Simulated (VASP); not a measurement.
# Re (P6_3/mmc) in VASP: notebook, part 2 of 2

VASP 6.6.1.

## Step 4: Single point, PBE

This run uses another cell than the first one, of 14.56 Å³/atom.

Contents of INCAR:

```
SYSTEM = Re
  PREC = Accurate
  ENCUT = 600
  EDIFF = 1E-6
  ISMEAR = 0
  SIGMA = 0.1
  LREAL = .False.
  LASPH = .True.
  NELM = 120
  ALGO = Normal
  ISIF = 2
  LWAVE = .False.
  LCHARG = .False.
  GGA = PE
  NBANDS = 22
  GGA_COMPAT = .False.
```

Contents of KPOINTS:

```
regular mesh
0
Gamma
  18 18 6
  0 0 0
```

Contents of POSCAR:

```
Re
1.0
    2.7527991053      0.0000000000      0.0000000000
   -1.3763995526      2.3839939567      0.0000000000
    0.0000000000      0.0000000000      8.8743854356
Re
4
Direct
    0.0000000000      0.0000000000      0.0000000000
    0.3333333333      0.6666666667      0.2500000000
    0.0000000000      0.0000000000      0.5000000000
    0.6666666667      0.3333333333      0.7500000000
```

Potentials or basis: VASP PAW PBE potentials, release 64 (Re).

The run is started by

```sh
$ cat potpaw_PBE.64/Re/POTCAR > POTCAR
$ mpirun -np 1 vasp_std > vasp.out
```

OUTCAR:

```text
SYSTEM = Re
   PREC = Accurate
   ENCUT = 600
   EDIFF = 1E-6
   ISMEAR = 0
   LREAL = .False.
   LASPH = .True.
   NELM = 120
   ISIF = 2
   GGA = PE

 ion  position               nearest neighbor table
   1  0.000  0.000  0.000-   2 2.73   4 2.73   2 2.73   4 2.73   4 2.73   2 2.73
   2  0.333  0.667  0.250-   1 2.73   3 2.73   1 2.73   3 2.73   1 2.73   3 2.73
   3  0.000  0.000  0.500-   2 2.73   4 2.73   2 2.73   4 2.73   4 2.73   2 2.73
   4  0.667  0.333  0.750-   1 2.73   3 2.73   1 2.73   3 2.73   1 2.73   3 2.73

  LATTYP: Found a hexagonal cell.
 ALAT       =     2.7527991053
 C/A-ratio  =     3.2237679163

  Lattice vectors:

 A1 = (   2.7527991053,   0.0000000000,   0.0000000000)
 A2 = (  -1.3763995526,   2.3839939567,   0.0000000000)
 A3 = (   0.0000000000,   0.0000000000,   8.8743854356)

Analysis of symmetry for initial positions (statically):
=====================================================================
 Subroutine PRICEL returns:
 Original cell was already a primitive cell.

 Routine SETGRP: Setting up the symmetry group for a
 hexagonal supercell.

 Subroutine GETGRP returns: Found 24 space group operations
 (whereof 12 operations were pure point group operations)
 out of a pool of 24 trial point group operations.

The static configuration has the point symmetry D_3d.
 The point group associated with its full space group is D_6h.

Analysis of symmetry for dynamics (positions and initial velocities):
=====================================================================
 Subroutine PRICEL returns:
 Original cell was already a primitive cell.

 Routine SETGRP: Setting up the symmetry group for a
 hexagonal supercell.

 Subroutine GETGRP returns: Found 24 space group operations
 (whereof 12 operations were pure point group operations)
 out of a pool of 24 trial point group operations.

The dynamic configuration has the point symmetry D_3d.
 The point group associated with its full space group is D_6h.

 Subroutine INISYM returns: Found 24 space group operations
 (whereof 12 operations are pure point group operations),
 and found     1 'primitive' translations

----------------------------------------------------------------------------------------

                                     Primitive cell

  volume of cell :      58.2395

  direct lattice vectors                    reciprocal lattice vectors
     2.752799105  0.000000000  0.000000000     0.363266610  0.209732075  0.000000000
    -1.376399553  2.383993957  0.000000000     0.000000000  0.419464151  0.000000000
     0.000000000  0.000000000  8.874385436     0.000000000  0.000000000  0.112683859

  length of vectors
     2.752799105  2.752799105  8.874385436     0.419464151  0.419464151  0.112683859

  position of ions in fractional coordinates (direct lattice)
     0.000000000  0.000000000  0.000000000
     0.333333333  0.666666667  0.250000000
     0.000000000  0.000000000  0.500000000
     0.666666667  0.333333333  0.750000000

  ion indices of the primitive-cell ions
   primitive index   ion index
                 1           1
                 2           2
                 3           3
                 4           4

----------------------------------------------------------------------------------------

 KPOINTS: regular mesh

Automatic generation of k-mesh.
 Grid dimensions read from file:
 generate k-points for:   18   18    6

 Generating k-lattice:

  Cartesian coordinates                     Fractional coordinates (reciprocal lattice)
     0.020181478  0.011651782  0.000000000     0.055555556  0.000000000  0.000000000
     0.000000000  0.023303564  0.000000000     0.000000000  0.055555556  0.000000000
     0.000000000  0.000000000  0.018780643     0.000000000  0.000000000  0.166666667

  Length of vectors
     0.023303564  0.023303564  0.018780643

  Shift w.r.t. Gamma in fractional coordinates (k-lattice)
     0.000000000  0.000000000  0.000000000

 Subroutine IBZKPT returns following result:
 ===========================================

 Found    148 irreducible k-points:

 Following reciprocal coordinates:
            Coordinates               Weight
  0.000000  0.000000  0.000000      1.000000
  0.055556 -0.000000  0.000000      6.000000
  0.111111 -0.000000  0.000000      6.000000
  0.166667  0.000000  0.000000      6.000000
  0.222222 -0.000000  0.000000      6.000000
  0.277778  0.000000  0.000000      6.000000
[... 16 lines left out ...]
  0.333333  0.111111  0.000000     12.000000
  0.388889  0.111111  0.000000     12.000000
 [... further k-points ...]
   k-points           NKPTS =    148   k-points in BZ     NKDIM =    148   number of bands    NBANDS=     22
   number of dos      NEDOS =    301   number of ions     NIONS =      4
   total plane-waves  NPLWV =  41472
   dimension x,y,z NGX =    24 NGY =   24 NGZ =   72
   dimension x,y,z NGXF=    48 NGYF=   48 NGZF=  144
   ions per type =               4
   NGX,Y,Z   is equivalent  to a cutoff of  14.49, 14.49, 13.49 a.u.
   NGXF,Y,Z  is equivalent  to a cutoff of  28.99, 28.99, 26.98 a.u.
 SYSTEM =  Re
   PREC   = accura    normal or accurate (medium, high low for compatibility)
   ISTART =      0    job   : 0-new  1-cont  2-samecut
   ICHARG =      2    charge: 1-file 2-atom 10-const
   ISPIN  =      1    spin polarized calculation?
   LNONCOLLINEAR =      F non collinear calculations
   LSORBIT =      F    spin-orbit coupling
   LASPH  =      T    aspherical Exc in radial PAW
   ENCUT  =  600.0 eV  44.10 Ry    6.64 a.u.   5.50  5.50 17.72*2*pi/ulx,y,z
   NELM   =    120;   NELMIN=  2; NELMDL= -5     # of ELM steps
   EDIFF  = 0.1E-05   stopping-criterion for ELM
   LREAL  =      F    real-space projection
   EDIFFG = 0.1E-04   stopping-criterion for IOM
   NSW    =      0    number of steps for IOM
   IBRION =     -1    ionic relax: 0-MD 1-quasi-New 2-CG
   NFREE  =      0    steps in history (QN), initial steepest desc. (CG)
   ISIF   =      2    stress and relaxation
   ISYM   =      2    0-nonsym 1-usesym 2-fastsym
   POTIM  = 0.5000    time-step for ionic-motion
   TEBEG  =    0.0;   TEEND  =   0.0 temperature during run
   PSTRESS=    0.0 pullay stress
   NELECT =      28.0000    total number of electrons
   NUPDOWN=      -1.0000    fix difference up-down
   EMIN   =  10.00;   EMAX   =-10.00  energy-range for DOS
   EFERMI =   0.00;   METHOD = LEGACY
   ISMEAR =     0;   SIGMA  =   0.10  broadening in eV -4-tet -1-fermi 0-gaus
   EFERMI_NEDOS =   21; number of points for ismear=-14 and -15
   IALGO  =     38    algorithm
   IMIX   =      4    mixing-type and parameters
     AMIX     =   0.40;   BMIX     =  1.00
     AMIX_MAG =   1.60;   BMIX_MAG =  1.00
  volume/ion in A,a.u.               =      14.56        98.25
  Fermi-wavevector in a.u.,A,eV,Ry     =   1.282493  2.423560 22.378688  1.644787
  Thomas-Fermi vector in A             =   2.414801
   LORBIT       =      0    0 simple, 1 ext, 2 COOP (PROOUT), +10 PAW based schemes
   GGA     = PE    functional components
   LHFCALC =     F    Hartree Fock is set to
   AEXX    =    0.0000 exact exchange contribution
   IVDW    =     0    specifies the selected vdW correction
   LEPSILON=     F    determine dielectric tensor
   LRPA    =     F    only Hartree local field effects (RPA)
 non-spin polarized calculation
 Gauss-broadening in eV      SIGMA  =   0.10
  energy-cutoff  :      600.00
  volume of cell :       58.24
 maximum number of plane-waves:      2004
 NGX is ok and might be reduce to    24
   NGX = 11   NGY = 11   NGZ = 35

 number of electron      28.0000000 magnetization

 Free energy of the ion-electron system (eV)
  ---------------------------------------------------
  ext. energy  EPLUGINS =         0.00000000
  ---------------------------------------------------
  free energy    TOTEN  =       -49.67367873 eV

  energy without entropy =      -49.66163545  energy(sigma->0) =      -49.66765709

 E-fermi :   8.1243     XC(G=0): -13.7882

 val. band max:        8.1217639891   @ k =   0.2778   0.0556   0.0000
 cond. band min:       8.1251651803   @ k =   0.4444   0.0556   0.0000
 fundamental gap:      0.0034011912
 Fermi energy:         8.1243032583

 k-point     1 :       0.0000    0.0000    0.0000
  band No.  band energies     occupation
      1      -1.9230      2.00000
      2       0.4182      2.00000
      3       0.4893      2.00000
      4       1.3338      2.00000
      5       5.5416      2.00000
      6       5.6416      2.00000
[... 574 lines left out ...]
      6       3.8594      2.00000
[... 14 lines left out ...]
     21      13.0609      0.00000
     22      13.9498      0.00000

 [... further k-points ...]
[... 5 lines left out ...]
  --------------------------------------------------------------------------------------
  -------------------------------------------------------------------------------------
  Total        3.5713882      3.5713882      3.5414910      0.0000000      0.0000000      0.0000000
  in kB       98.2493500     98.2493500     97.4268729      0.0000000      0.0000000      0.0000000
  external PRESSURE =      97.9751910 kB  Pullay stress =       0.0000000 kB

 VOLUME and BASIS-vectors are now :
 -----------------------------------------------------------------------------
  energy-cutoff  :      600.00
  volume of cell :       58.24
      direct lattice vectors                 reciprocal lattice vectors
     2.752799105  0.000000000  0.000000000     0.363266610  0.209732075  0.000000000
    -1.376399553  2.383993957  0.000000000     0.000000000  0.419464151  0.000000000
     0.000000000  0.000000000  8.874385436     0.000000000  0.000000000  0.112683859

 POSITION                                       TOTAL-FORCE (eV/Angst)
 -----------------------------------------------------------------------------------
      0.00000      0.00000      0.00000         0.000000      0.000000      0.000000
     -0.00000      1.58933      2.21860        -0.000000      0.000000     -0.000000
      0.00000      0.00000      4.43719         0.000000      0.000000      0.000000
      1.37640      0.79466      6.65579         0.000000      0.000000      0.000000
 -----------------------------------------------------------------------------------
    total drift:                               -0.000000      0.000000      0.000000

  FREE ENERGIE OF THE ION-ELECTRON SYSTEM (eV)
  ---------------------------------------------------
  free  energy   TOTEN  =       -49.6736787321 eV

  energy  without entropy=      -49.6616354533  energy(sigma->0) =      -49.66765709
```

OSZICAR:

```text
N       E                     dE             d eps       ncg     rms          rms(c)
DAV:   1     0.228300096863E+03    0.22830E+03   -0.12777E+04 11204   0.172E+03
DAV:   2    -0.182792184976E+02   -0.24658E+03   -0.21513E+03 12100   0.697E+02
DAV:   3    -0.494737562921E+02   -0.31195E+02   -0.26839E+02 12350   0.411E+02
DAV:   4    -0.520840266889E+02   -0.26103E+01   -0.22470E+01 10828   0.918E+01
DAV:   5    -0.523899364494E+02   -0.30591E+00   -0.28170E+00 11504   0.191E+01    0.616E+01
DAV:   6    -0.503941318202E+02    0.19958E+01   -0.20404E+00 10604   0.321E+01    0.255E+01
DAV:   7    -0.496947996123E+02    0.69933E+00   -0.16116E+00 11086   0.265E+01    0.976E-01
DAV:   8    -0.496812279648E+02    0.13572E-01   -0.92105E-02 12700   0.435E+00    0.531E-01
DAV:   9    -0.496745481163E+02    0.66798E-02   -0.20071E-02 12648   0.333E+00    0.343E-01
DAV:  10    -0.496736216418E+02    0.92647E-03   -0.26326E-03 12344   0.982E-01    0.597E-02
DAV:  11    -0.496736722021E+02   -0.50560E-04   -0.24246E-04 12274   0.244E-01    0.341E-02
DAV:  12    -0.496736775885E+02   -0.53863E-05   -0.27476E-05 10338   0.132E-01    0.150E-02
DAV:  13    -0.496736791269E+02   -0.15384E-05   -0.36822E-06  7052   0.299E-02    0.808E-03
DAV:  14    -0.496736787321E+02    0.39480E-06   -0.73158E-07  6000   0.169E-02
   1 F= -.49673679E+02 E0= -.49667657E+02  d E =-.120433E-01
```

Run time: 1.8 min. Hardware: 1 thread of Intel Xeon 6975P-C (Granite Rapids), shared host; peak memory 0.32 GiB.

What came out:

| Property | Result |
| --- | --- |
| Free energy | -49.6737 eV |
| Pressure | 9.8 GPa |
| Band gap on the k mesh | zero (bands 14 and 15 overlap by 2.59 eV) |

Caveat: the cell stands under pressure; spin-orbit coupling is left out, which moves the levels of the heavy elements.

## Step 5: Single point, PBE

This run uses another cell than the first one, of 14.74 Å³/atom.

Contents of INCAR:

```
SYSTEM = Re
PREC     = Accurate       ! precision mode
ENCUT    = 600            ! plane-wave cutoff, eV
EDIFF    = 1E-6           ! SCF threshold, eV
ISMEAR   = 0              ! smearing method
SIGMA    = 0.1            ! smearing width, eV
LREAL    = .FALSE.        ! projectors in reciprocal space
LASPH    = .TRUE.         ! aspherical terms in the spheres
NELM     = 120            ! most SCF steps
ALGO     = Normal         ! electronic algorithm
ISIF     = 2              ! what is computed and relaxed
LWAVE    = .FALSE.        ! write WAVECAR
LCHARG   = .FALSE.        ! write CHGCAR
GGA      = PE             ! functional
NBANDS   = 22             ! bands
GGA_COMPAT= .FALSE.
```

Contents of KPOINTS:

```
Automatic mesh
0
G
  18 18 6
  0 0 0
```

Contents of POSCAR:

```
Re
1.0
    2.7643321221      0.0000000000      0.0000000000
   -1.3821660610      2.3939818422      0.0000000000
    0.0000000000      0.0000000000      8.9107150919
Re
4
Direct
    0.0000000000      0.0000000000      0.0000000000
    0.3333333333      0.6666666667      0.2500000000
    0.0000000000      0.0000000000      0.5000000000
    0.6666666667      0.3333333333      0.7500000000
```

The run is started by

```sh
$ cat potpaw_PBE.64/Re/POTCAR > POTCAR
$ mpirun -np 1 vasp_std > vasp.out
```

Run time: 1.8 min. Hardware: 1 thread of Intel Xeon 6975P-C (Granite Rapids), shared host; peak memory 0.33 GiB.

It converged, with:

```
Free energy            : -49.7067 eV
Pressure               : 4.8 GPa
Band gap on the k mesh : zero (bands 14 and 15 overlap by 2.54 eV)
```

Levels at points of the mesh, in eV from the Fermi level:
| k point | band 11 | band 12 | band 13 | band 14 | band 15 | band 16 | band 17 | band 18 |
| --- | --- | --- | --- | --- | --- | --- | --- | --- |
| (0.00, 0.00, 0.00) | -1.62 | -1.25 | -1.25 | -1.13 | -1.13 | 0.52 | 0.61 | 0.61 |
| (0.50, 0.00, 0.00) | -0.82 | 0.29 | 0.29 | 1.13 | 2.10 | 3.87 | 3.90 | 4.03 |
| (0.00, 0.00, 0.50) | -1.47 | -1.47 | -1.47 | -1.47 | -1.10 | -1.10 | 1.15 | 1.15 |
| (0.50, 0.00, 0.50) | -0.68 | -0.68 | 0.27 | 0.27 | 2.69 | 2.69 | 3.93 | 3.93 |

Caveat: the cell stands under pressure; spin-orbit coupling is left out, which moves the levels of the heavy elements.

## Step 6: Single point, PBE

This run uses another cell than the first one, of 14.86 Å³/atom.

Contents of INCAR:

```
SYSTEM = Re
ALGO = Normal
EDIFF = 1E-6
ENCUT = 600
GGA = PE
GGA_COMPAT = .FALSE.
ISIF = 2
ISMEAR = 0
LASPH = .TRUE.
LCHARG = .FALSE.
LREAL = .FALSE.
LWAVE = .FALSE.
NBANDS = 22
NELM = 120
PREC = Accurate
SIGMA = 0.1
```

Contents of KPOINTS:

```
k-points
0
G
  18 18 6
  0 0 0
```

Contents of POSCAR:

```
Re
1.0
    2.7717217416      0.0000000000      0.0000000000
   -1.3858608708      2.4003814404      0.0000000000
    0.0000000000      0.0000000000      8.9345352377
Re
4
Direct
    0.0000000000      0.0000000000      0.0000000000
    0.3333333333      0.6666666667      0.2500000000
    0.0000000000      0.0000000000      0.5000000000
    0.6666666667      0.3333333333      0.7500000000
```

Potentials or basis: VASP PAW PBE potentials, release 64 (Re).

The run is started by

```sh
$ cat potpaw_PBE.64/Re/POTCAR > POTCAR
$ mpirun -np 1 vasp_std > vasp.out
```

It took 1.8 min on 1 thread of Intel Xeon 6975P-C (Granite Rapids), shared host; peak memory 0.33 GiB.

The run converged. Its results:

```
Free energy            : -49.7162 eV
Pressure               : 1.7 GPa
Band gap on the k mesh : zero (bands 14 and 15 overlap by 2.51 eV)
```

Stress tensor (GPa, compression positive):
```
1.68 0.00 0.00
0.00 1.68 0.00
0.00 0.00 1.60
```

Levels at points of the mesh, in eV from the Fermi level:
| k point | band 12 | band 13 | band 14 | band 15 | band 16 | band 17 |
| --- | --- | --- | --- | --- | --- | --- |
| (0.00, 0.00, 0.00) | -1.23 | -1.23 | -1.12 | -1.12 | 0.51 | 0.61 |
| (0.50, 0.00, 0.00) | 0.29 | 0.29 | 1.11 | 2.07 | 3.82 | 3.85 |
| (0.00, 0.00, 0.50) | -1.45 | -1.45 | -1.45 | -1.11 | -1.11 | 1.14 |
| (0.50, 0.00, 0.50) | -0.68 | 0.26 | 0.26 | 2.66 | 2.66 | 3.88 |

Caveat: spin-orbit coupling is left out, which moves the levels of the heavy elements.

## Step 7: Overview

```csv
cell,gap on the mesh (eV),pressure (GPa)
"a = 2.695, b = 2.695, c = 8.688 Å, angles 90.0, 90.0, 120.0°, 4 atoms",none,40.4
"a = 2.732, b = 2.732, c = 8.806 Å, angles 90.0, 90.0, 120.0°, 4 atoms",none,20.0
"a = 2.753, b = 2.753, c = 8.874 Å, angles 90.0, 90.0, 120.0°, 4 atoms",none,9.8
"a = 2.764, b = 2.764, c = 8.911 Å, angles 90.0, 90.0, 120.0°, 4 atoms",none,4.8
"a = 2.772, b = 2.772, c = 8.935 Å, angles 90.0, 90.0, 120.0°, 4 atoms",none,1.7
```

Alike in all rows: task single point; level PBE; potentials or basis VASP PAW PBE potentials, release 64 (Re); no spin polarisation; k mesh 18 × 18 × 6; cutoff (eV) 600; smearing gaussian 0.1 eV.

Caveats: spin-orbit coupling is left out, which moves the levels of the heavy elements; the cell stands under pressure (at least some runs).

Total energies depend on the potentials used, so only differences within one code and one set of settings carry meaning.
